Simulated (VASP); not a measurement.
# PbSe (Fm-3m) in VASP: further runs

PbSe is run at these levels: revPBE+D3(BJ), LDA, RPBE, PBE+D3(BJ); tasks: relaxation of cell and atoms.

Everything below comes from runs of VASP 6.6.1. Logs are shortened: lines on timing, memory, paths and dates and some standing lists are left out, and cuts for length are marked.

## 1. The cell of the first run

Symmetry: Fm-3m, No. 225, cubic system. The conventional cell has a = 6.121 Å, b = 6.121 Å, c = 6.121 Å, α = 90.00°, β = 90.00°, γ = 90.00°. Within 4.0 Å of Pb (site symmetry m-3m) lie 6 Se at 3.06 Å. Within 4.0 Å of Se (site symmetry m-3m) lie 6 Pb at 3.06 Å.

## 2. Relaxation of cell and atoms, revPBE+D3(BJ)

Contents of INCAR:

```
SYSTEM = PbSe
PREC = Accurate
ENCUT = 500
EDIFF = 1E-7
ISMEAR = 0
SIGMA = 0.01
LREAL = .FALSE.
LASPH = .TRUE.
NELM = 120
ALGO = Normal
ISIF = 3
LWAVE = .FALSE.
LCHARG = .FALSE.
GGA = RE
IVDW = 12
IBRION = 2
NSW = 80
EDIFFG = -0.02
GGA_COMPAT = .FALSE.
NELMIN = 4
```

Contents of KPOINTS:

```
regular mesh
0
G
  6 6 6
  0 0 0
```

Contents of POSCAR:

```
PbSe
1.0
    0.0000000000      3.0606500000      3.0606500000
    3.0606500000      0.0000000000      3.0606500000
    3.0606500000      3.0606500000      0.0000000000
Pb Se
1 1
Direct
    0.0000000000      0.0000000000      0.0000000000
    0.5000000000      0.5000000000      0.5000000000
```

Potentials or basis: VASP PAW PBE potentials, release 64 (Pb_d, Se).

On the command line:

```bash
$ cat potpaw_PBE.64/Pb_d/POTCAR potpaw_PBE.64/Se/POTCAR > POTCAR
$ mpirun -np 1 vasp_std > vasp.out
```

OUTCAR:

```text
SYSTEM = PbSe
   PREC = Accurate
   ENCUT = 500
   EDIFF = 1E-7
   ISMEAR = 0
   LREAL = .FALSE.
   LASPH = .TRUE.
   NELM = 120
   ISIF = 3
   GGA = RE
   IVDW = 12
   IBRION = 2
   NSW = 80
   EDIFFG = -0.02
   NELMIN = 4
 IVDW          = 12

 ion  position               nearest neighbor table
   1  0.000  0.000  0.000-   2 3.06   2 3.06   2 3.06   2 3.06   2 3.06   2 3.06
   2  0.500  0.500  0.500-   1 3.06   1 3.06   1 3.06   1 3.06   1 3.06   1 3.06

  LATTYP: Found a face centered cubic cell.
 ALAT       =     6.1213000000

  Lattice vectors:

 A1 = (   0.0000000000,   3.0606500000,   3.0606500000)
 A2 = (   3.0606500000,   0.0000000000,   3.0606500000)
 A3 = (   3.0606500000,   3.0606500000,   0.0000000000)

Analysis of symmetry for initial positions (statically):
=====================================================================
 Subroutine PRICEL returns:
 Original cell was already a primitive cell.

 Routine SETGRP: Setting up the symmetry group for a
 face centered cubic supercell.

 Subroutine GETGRP returns: Found 48 space group operations
 (whereof 48 operations were pure point group operations)
 out of a pool of 48 trial point group operations.

The static configuration has the point symmetry O_h .

Analysis of symmetry for dynamics (positions and initial velocities):
=====================================================================
 Subroutine PRICEL returns:
 Original cell was already a primitive cell.

 Routine SETGRP: Setting up the symmetry group for a
 face centered cubic supercell.

 Subroutine GETGRP returns: Found 48 space group operations
 (whereof 48 operations were pure point group operations)
 out of a pool of 48 trial point group operations.

The dynamic configuration has the point symmetry O_h .

 Subroutine INISYM returns: Found 48 space group operations
 (whereof 48 operations are pure point group operations),
 and found     1 'primitive' translations

----------------------------------------------------------------------------------------

                                     Primitive cell

  volume of cell :      57.3418

  direct lattice vectors                    reciprocal lattice vectors
     0.000000000  3.060650000  3.060650000    -0.163363991  0.163363991  0.163363991
     3.060650000  0.000000000  3.060650000     0.163363991 -0.163363991  0.163363991
     3.060650000  3.060650000  0.000000000     0.163363991  0.163363991 -0.163363991

  length of vectors
     4.328412740  4.328412740  4.328412740     0.282954733  0.282954733  0.282954733

  position of ions in fractional coordinates (direct lattice)
     0.000000000  0.000000000  0.000000000
     0.500000000  0.500000000  0.500000000

  ion indices of the primitive-cell ions
   primitive index   ion index
                 1           1
                 2           2

----------------------------------------------------------------------------------------

 KPOINTS: regular mesh

Automatic generation of k-mesh.
 Grid dimensions read from file:
 generate k-points for:    6    6    6

 Generating k-lattice:

  Cartesian coordinates                     Fractional coordinates (reciprocal lattice)
    -0.027227332  0.027227332  0.027227332     0.166666667  0.000000000  0.000000000
     0.027227332 -0.027227332  0.027227332     0.000000000  0.166666667  0.000000000
     0.027227332  0.027227332 -0.027227332     0.000000000  0.000000000  0.166666667

  Length of vectors
     0.047159122  0.047159122  0.047159122

  Shift w.r.t. Gamma in fractional coordinates (k-lattice)
     0.000000000  0.000000000  0.000000000

 Subroutine IBZKPT returns following result:
[... 51 lines left out ...]
   NELECT =      20.0000    total number of electrons
   NUPDOWN=      -1.0000    fix difference up-down
   EMIN   =  10.00;   EMAX   =-10.00  energy-range for DOS
   EFERMI =   0.00;   METHOD = LEGACY
   ISMEAR =     0;   SIGMA  =   0.01  broadening in eV -4-tet -1-fermi 0-gaus
   EFERMI_NEDOS =   21; number of points for ismear=-14 and -15
   IALGO  =     38    algorithm
   IMIX   =      4    mixing-type and parameters
     AMIX     =   0.40;   BMIX     =  1.00
     AMIX_MAG =   1.60;   BMIX_MAG =  1.00
  volume/ion in A,a.u.               =      28.67       193.48
  Fermi-wavevector in a.u.,A,eV,Ry     =   1.152377  2.177676 18.068159  1.327972
  Thomas-Fermi vector in A             =   2.289028
   LORBIT       =      0    0 simple, 1 ext, 2 COOP (PROOUT), +10 PAW based schemes
   GGA     = RE    functional components
   LHFCALC =     F    Hartree Fock is set to
   AEXX    =    0.0000 exact exchange contribution
   IVDW    =    12    specifies the selected vdW correction
   LEPSILON=     F    determine dielectric tensor
   LRPA    =     F    only Hartree local field effects (RPA)
 conjugate gradient relaxation of ions
 non-spin polarized calculation
 Gauss-broadening in eV      SIGMA  =   0.01
  energy-cutoff  :      500.00
  volume of cell :       57.34
 maximum number of plane-waves:      1470
   NGX = 15   NGY = 15   NGZ = 15

--------------------------------------- Ionic step        1  -------------------------------------------

 number of electron      20.0000000 magnetization

 Free energy of the ion-electron system (eV)
  ---------------------------------------------------
  ext. energy  EPLUGINS =         0.00000000
  ---------------------------------------------------
  free energy    TOTEN  =        -7.56201393 eV

  energy without entropy =       -7.56201393  energy(sigma->0) =       -7.56201393

------------------------ aborting loop because EDIFF is reached ----------------------------------------

 Edisp (eV)   -1.36914

 E8    (eV) :    -0.9836

  FORCE on cell =-STRESS in cart. coord.  units (eV):
  Direction    XX          YY          ZZ          XY          YZ          ZX
  --------------------------------------------------------------------------------------
  -------------------------------------------------------------------------------------
  Total      -0.10253    -0.10253    -0.10253     0.00000    -0.00000     0.00000
  in kB      -2.86476    -2.86476    -2.86476     0.00000    -0.00000     0.00000
  external pressure =       -2.86 kB  Pullay stress =        0.00 kB

 VOLUME and BASIS-vectors are now :
 -----------------------------------------------------------------------------
  energy-cutoff  :      500.00
  volume of cell :       57.34
      direct lattice vectors                 reciprocal lattice vectors
     0.000000000  3.060650000  3.060650000    -0.163363991  0.163363991  0.163363991
     3.060650000  0.000000000  3.060650000     0.163363991 -0.163363991  0.163363991
     3.060650000  3.060650000  0.000000000     0.163363991  0.163363991 -0.163363991

 POSITION                                       TOTAL-FORCE (eV/Angst)
 -----------------------------------------------------------------------------------
      0.00000      0.00000      0.00000        -0.000000      0.000000      0.000000
      3.06065      3.06065      3.06065         0.000000     -0.000000     -0.000000
 -----------------------------------------------------------------------------------
    total drift:                                0.000000     -0.000000     -0.000000

  FREE ENERGIE OF THE ION-ELECTRON SYSTEM (eV)
  ---------------------------------------------------
  free  energy   TOTEN  =        -8.9311571681 eV

  energy  without entropy=       -8.9311571681  energy(sigma->0) =       -8.93115717

--------------------------------------- Ionic step        2  -------------------------------------------

 number of electron      20.0000002 magnetization

 Free energy of the ion-electron system (eV)
  ---------------------------------------------------
  ext. energy  EPLUGINS =         0.00000000
  ---------------------------------------------------
  free energy    TOTEN  =        -7.55170309 eV

  energy without entropy =       -7.55170309  energy(sigma->0) =       -7.55170309

 E-fermi :   5.3193     XC(G=0):  -9.4592

 val. band max:        5.2586788240   @ k =   0.5000   0.0000   0.0000
 cond. band min:       5.5862117397   @ k =   0.5000   0.0000   0.0000
 fundamental gap:      0.3275329157
 Fermi energy:         5.3193440487

 k-point     1 :       0.0000    0.0000    0.0000
  band No.  band energies     occupation
      1     -11.6510      2.00000
      2     -11.6510      2.00000
      3     -11.6510      2.00000
      4     -11.6444      2.00000
      5     -11.6444      2.00000
      6      -8.3920      2.00000
      7      -1.0082      2.00000
      8       3.3286      2.00000
      9       3.3286      2.00000
     10       3.3286      2.00000
     11      10.0150      0.00000
     12      10.0150      0.00000
     13      10.0150      0.00000
     14      11.7745      0.00000
[... 241 lines left out ...]
      1     -11.7486      2.00000
      2     -11.6541      2.00000
      3     -11.6387      2.00000
      4     -11.6223      2.00000
      5     -11.6056      2.00000
      6      -6.9086      2.00000
      7      -2.6363      2.00000
      8       0.5777      2.00000
      9       1.4300      2.00000
     10       3.5898      2.00000
     11       8.2426      0.00000
     12       9.6592      0.00000
     13      10.7992      0.00000
     14      11.8649      0.00000

------------------------ aborting loop because EDIFF is reached ----------------------------------------

 Edisp (eV)   -1.37973

 E8    (eV) :    -0.9912

  FORCE on cell =-STRESS in cart. coord.  units (eV):
  Direction    XX          YY          ZZ          XY          YZ          ZX
  --------------------------------------------------------------------------------------
  -------------------------------------------------------------------------------------
  Total       0.03191     0.03191     0.03191     0.00000    -0.00000     0.00000
  in kB       0.89835     0.89835     0.89835     0.00000    -0.00000     0.00000
  external pressure =        0.90 kB  Pullay stress =        0.00 kB

 VOLUME and BASIS-vectors are now :
 -----------------------------------------------------------------------------
  energy-cutoff  :      500.00
  volume of cell :       56.92
      direct lattice vectors                 reciprocal lattice vectors
     0.000000000  3.053080574  3.053080574    -0.163769016  0.163769016  0.163769016
     3.053080574  0.000000000  3.053080574     0.163769016 -0.163769016  0.163769016
     3.053080574  3.053080574  0.000000000     0.163769016  0.163769016 -0.163769016

 POSITION                                       TOTAL-FORCE (eV/Angst)
 -----------------------------------------------------------------------------------
      6.10616      3.05308      3.05308         0.000000      0.000000     -0.000000
      3.05308      3.05308      3.05308        -0.000000     -0.000000      0.000000
 -----------------------------------------------------------------------------------
    total drift:                                0.000000     -0.000000     -0.000000

  FREE ENERGIE OF THE ION-ELECTRON SYSTEM (eV)
  ---------------------------------------------------
  free  energy   TOTEN  =        -8.9314306779 eV

  energy  without entropy=       -8.9314306779  energy(sigma->0) =       -8.93143068

 reached required accuracy - stopping structural energy minimisation
```

Run time: 24 s. Hardware: 1 thread of Intel Xeon 6975P-C (Granite Rapids), shared host; peak memory 0.19 GiB.

What came out:

```yaml
Free_energy: -8.9314 eV
Relaxed_volume: 28.46 Å³/atom
Relaxed_cell: a = 4.318 Å, b = 4.318 Å, c = 4.318 Å, α = 60.00°, β = 60.00°, γ = 60.00°
Space_group_after_relaxing_to_0.1_Å: Fm-3m (No. 225)
Energy_gained_by_relaxing: 0.1 meV/atom
Ionic_steps: 2
Pressure_after_relaxing: 0.1 GPa
Band_gap_on_the_k_mesh: 0.33 eV
Dispersion_energy_per_atom: -0.690 eV
```

The path:
```csv
step,energy change (eV),largest force (eV/Å),pressure (GPa),volume (Å³)
1,0.0000,0.0000,-0.29,57.34
2,-0.0003,0.0000,0.09,56.92
```

Final structure:
```
CELL_PARAMETERS angstrom
0.00000 3.05308 3.05308
3.05308 0.00000 3.05308
3.05308 3.05308 0.00000
ATOMIC_POSITIONS crystal
Pb 0.00000 0.00000 0.00000
Se 0.50000 0.50000 0.50000
```

Caveat: the PAW data sets were made with another functional, which shifts forces and pressure a little; spin-orbit coupling is left out, which moves the levels of the heavy elements. A k mesh can miss the band edges.

## 3. Relaxation of cell and atoms, LDA

Contents of INCAR:

```
ALGO = Normal ; EDIFF = 1E-7
EDIFFG = -0.02 ; ENCUT = 500
GGA = CA ; GGA_COMPAT = False
IBRION = 2 ; ISIF = 3
ISMEAR = 0 ; LASPH = True
LCHARG = False ; LREAL = False
LWAVE = False ; NELM = 120
NELMIN = 4 ; NSW = 80
PREC = Accurate ; SIGMA = 0.01
```

Contents of KPOINTS:

```
k-points
0
Gamma
  6 6 6
```

POSCAR is that of step 2.

Potentials or basis: VASP PAW LDA potentials, release 64 (Pb_d, Se).

On the command line:

```bash
$ cat potpaw_LDA.64/Pb_d/POTCAR potpaw_LDA.64/Se/POTCAR > POTCAR
$ mpirun -np 1 vasp_std > vasp.out
```

OUTCAR:

```text
EDIFF = 1E-7
   EDIFFG = -0.02
   ENCUT = 500
   GGA = CA
   IBRION = 2
   ISIF = 3
   ISMEAR = 0
   LASPH = True
   LREAL = False
   NELM = 120
   NELMIN = 4
   NSW = 80
   PREC = Accurate

 ion  position               nearest neighbor table
   1  0.000  0.000  0.000-   2 3.06   2 3.06   2 3.06   2 3.06   2 3.06   2 3.06
   2  0.500  0.500  0.500-   1 3.06   1 3.06   1 3.06   1 3.06   1 3.06   1 3.06

  LATTYP: Found a face centered cubic cell.
 ALAT       =     6.1213000000

  Lattice vectors:

 A1 = (   0.0000000000,   3.0606500000,   3.0606500000)
 A2 = (   3.0606500000,   0.0000000000,   3.0606500000)
 A3 = (   3.0606500000,   3.0606500000,   0.0000000000)

Analysis of symmetry for initial positions (statically):
=====================================================================
 Subroutine PRICEL returns:
 Original cell was already a primitive cell.

 Routine SETGRP: Setting up the symmetry group for a
 face centered cubic supercell.

 Subroutine GETGRP returns: Found 48 space group operations
 (whereof 48 operations were pure point group operations)
 out of a pool of 48 trial point group operations.

The static configuration has the point symmetry O_h .

Analysis of symmetry for dynamics (positions and initial velocities):
=====================================================================
 Subroutine PRICEL returns:
 Original cell was already a primitive cell.

 Routine SETGRP: Setting up the symmetry group for a
 face centered cubic supercell.

[... 142 lines left out ...]
  free energy    TOTEN  =        -9.44887049 eV

  energy without entropy =       -9.44887049  energy(sigma->0) =       -9.44887049

 E-fermi :   4.9535     XC(G=0):  -9.8461

 val. band max:        4.9067850265   @ k =   0.5000   0.0000   0.0000
 cond. band min:       5.0701623181   @ k =   0.5000   0.0000   0.0000
 fundamental gap:      0.1633772915
 Fermi energy:         4.9535325164

 k-point     1 :       0.0000    0.0000    0.0000
  band No.  band energies     occupation
      1     -11.8698      2.00000
      2     -11.8698      2.00000
      3     -11.8677      2.00000
      4     -11.8677      2.00000
      5     -11.8677      2.00000
      6      -8.7087      2.00000
      7      -1.4748      2.00000
      8       3.0377      2.00000
      9       3.0377      2.00000
     10       3.0377      2.00000
     11       9.5086      0.00000
     12       9.5086      0.00000
     13       9.5086      0.00000
     14      11.3829      0.00000
[... 324 lines left out ...]
--------------------------------------- Ionic step        3  -------------------------------------------

 number of electron      20.0000005 magnetization

 Free energy of the ion-electron system (eV)
  ---------------------------------------------------
  ext. energy  EPLUGINS =         0.00000000
  ---------------------------------------------------
  free energy    TOTEN  =        -9.46301213 eV

  energy without entropy =       -9.46297156  energy(sigma->0) =       -9.46299184

 E-fermi :   5.4715     XC(G=0): -10.0273

 val. band max:        5.4586795336   @ k =   0.5000   0.0000   0.0000
 cond. band min:       5.4842861287   @ k =   0.5000   0.0000   0.0000
 fundamental gap:      0.0256065951
 Fermi energy:         5.4714828311

 k-point     1 :       0.0000    0.0000    0.0000
  band No.  band energies     occupation
      1     -11.4333      2.00000
      2     -11.4333      2.00000
      3     -11.4289      2.00000
      4     -11.4289      2.00000
      5     -11.4289      2.00000
      6      -8.5443      2.00000
      7      -0.8962      2.00000
      8       3.3658      2.00000
      9       3.3658      2.00000
     10       3.3658      2.00000
     11      10.1111      0.00000
     12      10.1111      0.00000
     13      10.1111      0.00000
     14      11.8115      0.00000
[... 282 lines left out ...]
  FREE ENERGIE OF THE ION-ELECTRON SYSTEM (eV)
  ---------------------------------------------------
  free  energy   TOTEN  =        -9.4630121267 eV

  energy  without entropy=       -9.4629715622  energy(sigma->0) =       -9.46299184

 reached required accuracy - stopping structural energy minimisation
```

OSZICAR:

```text
N       E                     dE             d eps       ncg     rms          rms(c)
DAV:   1     0.152778692373E+03    0.15278E+03   -0.95030E+03   456   0.140E+03
DAV:   2     0.323721324976E+01   -0.14954E+03   -0.14685E+03   460   0.344E+02
DAV:   3    -0.940609837703E+01   -0.12643E+02   -0.12598E+02   592   0.105E+02
[... 26 lines left out ...]
DAV:   4    -0.946301892320E+01   -0.29458E-04   -0.58702E-04   454   0.255E-01    0.206E-02
DAV:   5    -0.946301172345E+01    0.71998E-05   -0.81320E-05   544   0.130E-01    0.150E-02
DAV:   6    -0.946301239616E+01   -0.67271E-06   -0.10149E-05   472   0.424E-02    0.281E-03
DAV:   7    -0.946301218296E+01    0.21321E-06   -0.69414E-07   490   0.119E-02    0.175E-03
DAV:   8    -0.946301212671E+01    0.56245E-07   -0.28168E-07   472   0.784E-03
   3 F= -.94630121E+01 E0= -.94629918E+01  d E =-.141416E-01
```

CONTCAR:

```text
PbSe
   1.00000000000000
     0.0000000000000000    3.0200328573666089    3.0200328573666089
     3.0200328573666089    0.0000000000000000    3.0200328573666089
     3.0200328573666089    3.0200328573666089    0.0000000000000000
  Pb              Se
     1     1
Direct
     0.0000000000000000    0.0000000000000000    0.0000000000000000
     0.5000000000000000    0.5000000000000000    0.5000000000000000

  0.00000000E+00  0.00000000E+00  0.00000000E+00
  0.00000000E+00  0.00000000E+00  0.00000000E+00
```

It took 20 s on 1 thread of Intel Xeon 6975P-C (Granite Rapids), shared host; peak memory 0.16 GiB.

What came out:

| Property | Result |
| --- | --- |
| Free energy | -9.4630 eV |
| Relaxed volume | 27.54 Å³/atom |
| Relaxed cell | a = 4.271 Å, b = 4.271 Å, c = 4.271 Å, α = 60.00°, β = 60.00°, γ = 60.00° |
| Space group after relaxing (to 0.1 Å) | Fm-3m (No. 225) |
| Energy gained by relaxing | 7.1 meV/atom |
| Ionic steps | 3 |
| Pressure after relaxing | 0.1 GPa |
| Band gap on the k mesh | 0.03 eV |

The path:
| step | energy change (eV) | largest force (eV/Å) | pressure (GPa) | volume (Å³) |
| --- | --- | --- | --- | --- |
| 1 | 0.0000 | 0.0000 | -2.05 | 57.34 |
| 2 | -0.0125 | 0.0000 | 0.56 | 54.36 |
| 3 | -0.0141 | 0.0000 | 0.10 | 55.09 |

Final structure:
```yaml
crystal:
  lattice:
    - [0.00000, 3.02003, 3.02003]
    - [3.02003, 0.00000, 3.02003]
    - [3.02003, 3.02003, 0.00000]
  atoms:
    - { symbol: Pb, position: [0.00000, 0.00000, 0.00000] }
    - { symbol: Se, position: [0.50000, 0.50000, 0.50000] }
```

Levels at points of the mesh, in eV from the valence-band top:
| k point | band 8 | band 9 | band 10 | band 11 | band 12 | band 13 |
| --- | --- | --- | --- | --- | --- | --- |
| (0.00, 0.00, 0.00) | -2.09 | -2.09 | -2.09 | 4.65 | 4.65 | 4.65 |
| (0.50, 0.00, 0.00) | -1.64 | -1.64 | 0.00 | 0.03 | 1.48 | 1.48 |
| (0.50, 0.50, 0.00) | -5.40 | -3.54 | -3.54 | 3.41 | 5.63 | 5.63 |

Caveat: spin-orbit coupling is left out, which moves the levels of the heavy elements. A k mesh can miss the band edges.

(Continued in part 2 of 2.)
